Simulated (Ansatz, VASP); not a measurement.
CuIrS2 in VASP and in Ansatz

File POSCAR:

```
CuIrS2
1.0
    1.8158509200      1.0483820200      6.5922317600
   -1.8158509200      1.0483820200      6.5922317600
    0.0000000000     -2.0967640300      6.5922317600
Cu Ir S
1 1 2
Direct
    0.5000000000      0.5000000000      0.5000000000
    0.0000000000      0.0000000000      0.0000000000
    0.2667000000      0.2667000000      0.2667000000
    0.7333000000      0.7333000000      0.7333000000
```

INCAR.step1

```
SYSTEM = CuIrS2
PREC = Accurate ; ENCUT = 660
ISMEAR = 0 ; SIGMA = 0.05
LREAL = .False. ; LASPH = .True.
NELM = 200 ; ISPIN = 2
MAGMOM = 0 0 0 0 ; LMAXMIX = 4
NBANDS = 28 ; GGA = PE
ALGO = Normal ; EDIFF = 1E-5
LWAVE = .True. ; LCHARG = .False.
GGA_COMPAT = .False.
```

INCAR.step2

```
SYSTEM = CuIrS2
PREC = Accurate ; ENCUT = 660
EDIFF = 1E-6 ; ISMEAR = 0
SIGMA = 0.05 ; LREAL = .False.
LASPH = .True. ; NELM = 200
ALGO = Normal ; ISIF = 2
LWAVE = .False. ; LCHARG = .False.
ISPIN = 2 ; MAGMOM = 0 0 0 0
LORBIT = 11 ; LMAXMIX = 4
METAGGA = R2SCAN ; LMIXTAU = .True.
NBANDS = 28 ; ISTART = 1
GGA_COMPAT = .False.
```

The input KPOINTS:

```
regular mesh
0
Gamma
  6 6 6
  0 0 0
```

Input for Ansatz:

```yaml
crystal:
  lattice:
    - [1.81585092, 1.04838202, 6.59223176]
    - [-1.81585092, 1.04838202, 6.59223176]
    - [0.0, -2.09676403, 6.59223176]
  atoms:
    - { symbol: Cu, position: [0.5, 0.5, 0.5] }
    - { symbol: Ir, position: [0.0, 0.0, 0.0], spin: 4.0 }
    - { symbol: S, position: [0.2667, 0.2667, 0.2667] }
    - { symbol: S, position: [0.7333, 0.7333, 0.7333] }
basis:
  ecutwfc: 500
  ecutrho_ratio: 4
kpoints:
  mp_grid: { grid: [6, 6, 6] }
hamiltonian:
  xc: r2scan
  hubbard:
    sites:
      - { site: 1, l: d, u_eff: 0.0, starting_ns: [{ spin: up, occupation_matrix: s1up }, { spin: down, occupation_matrix: s1down }] }
    occupation_matrices:
      s1up:
        matrix:
          - [0.97, 0.0, 0.0, 0.0, 0.0]
          - [0.0, 0.97, 0.0, 0.0, 0.0]
          - [0.0, 0.0, 0.97, 0.0, 0.0]
          - [0.0, 0.0, 0.0, 0.97, 0.0]
          - [0.0, 0.0, 0.0, 0.0, 0.97]
      s1down:
        matrix:
          - [0.02, 0.0, 0.0, 0.0, 0.0]
          - [0.0, 0.02, 0.0, 0.0, 0.0]
          - [0.0, 0.0, 0.02, 0.0, 0.0]
          - [0.0, 0.0, 0.0, 0.97, 0.0]
          - [0.0, 0.0, 0.0, 0.0, 0.02]
    ns_hold: { iters: 12 }
scf:
  occupations: { method: gaussian, width: 0.05 }
  lower_state_search: "off"
  max_iter: 150
output:
  forces: true
  stress: true
  eigenvalues: true
  populations: true
  hubbard: { sites: [{ site: 1, l: d }] }
  write_density: true
  write_potential: true
  elf: true
  volumetric_format: npy
magnetization:
  spin_polarized: true
```

Alike in both runs: task single point; functional r2SCAN; k mesh 6 × 6 × 6; occupations gaussian, width 0.05 eV; collinear spin.

```csv
,VASP,Ansatz
version,VASP 6.6.1,Ansatz 0.2.0
potentials or method,"VASP PAW PBE potentials, release 64 (Cu, Ir, S), cutoff 660 eV","scalar-relativistic, plane waves, PAW"
valence electrons in the cell,32,48
```

Ansatz gave:

```
gap on the k mesh at the Fermi level (eV)                     : 0.79
least direct gap on the mesh (eV)                             : 0.87
pressure (GPa)                                                : -14.2
traceless stress, the component that is largest in VASP (GPa) : -1.28
rms of the force components (eV/Å)                            : 0.243
```

Task: Which values does VASP return?

Result: gap on the k mesh at the Fermi level (eV): 0.77; least direct gap on the mesh (eV): 0.86; pressure (GPa): -14.0; traceless stress, the component that is largest in VASP (GPa): -1.34; rms of the force components (eV/Å): 0.226.

VASP's potentials were made for PBE, not for r2SCAN. Atom by atom the forces differ by 0.018 eV/Å (rms over components). VASP's potentials hold 32 valence electrons a cell and Ansatz's 48, so a difference there can come from the potentials and not from the codes. Ansatz's warnings: seeded moment not kept, specified occupation not kept, stability check not made, symmetry narrowed by occupation matrices.

Neither program's run includes spin-orbit coupling.
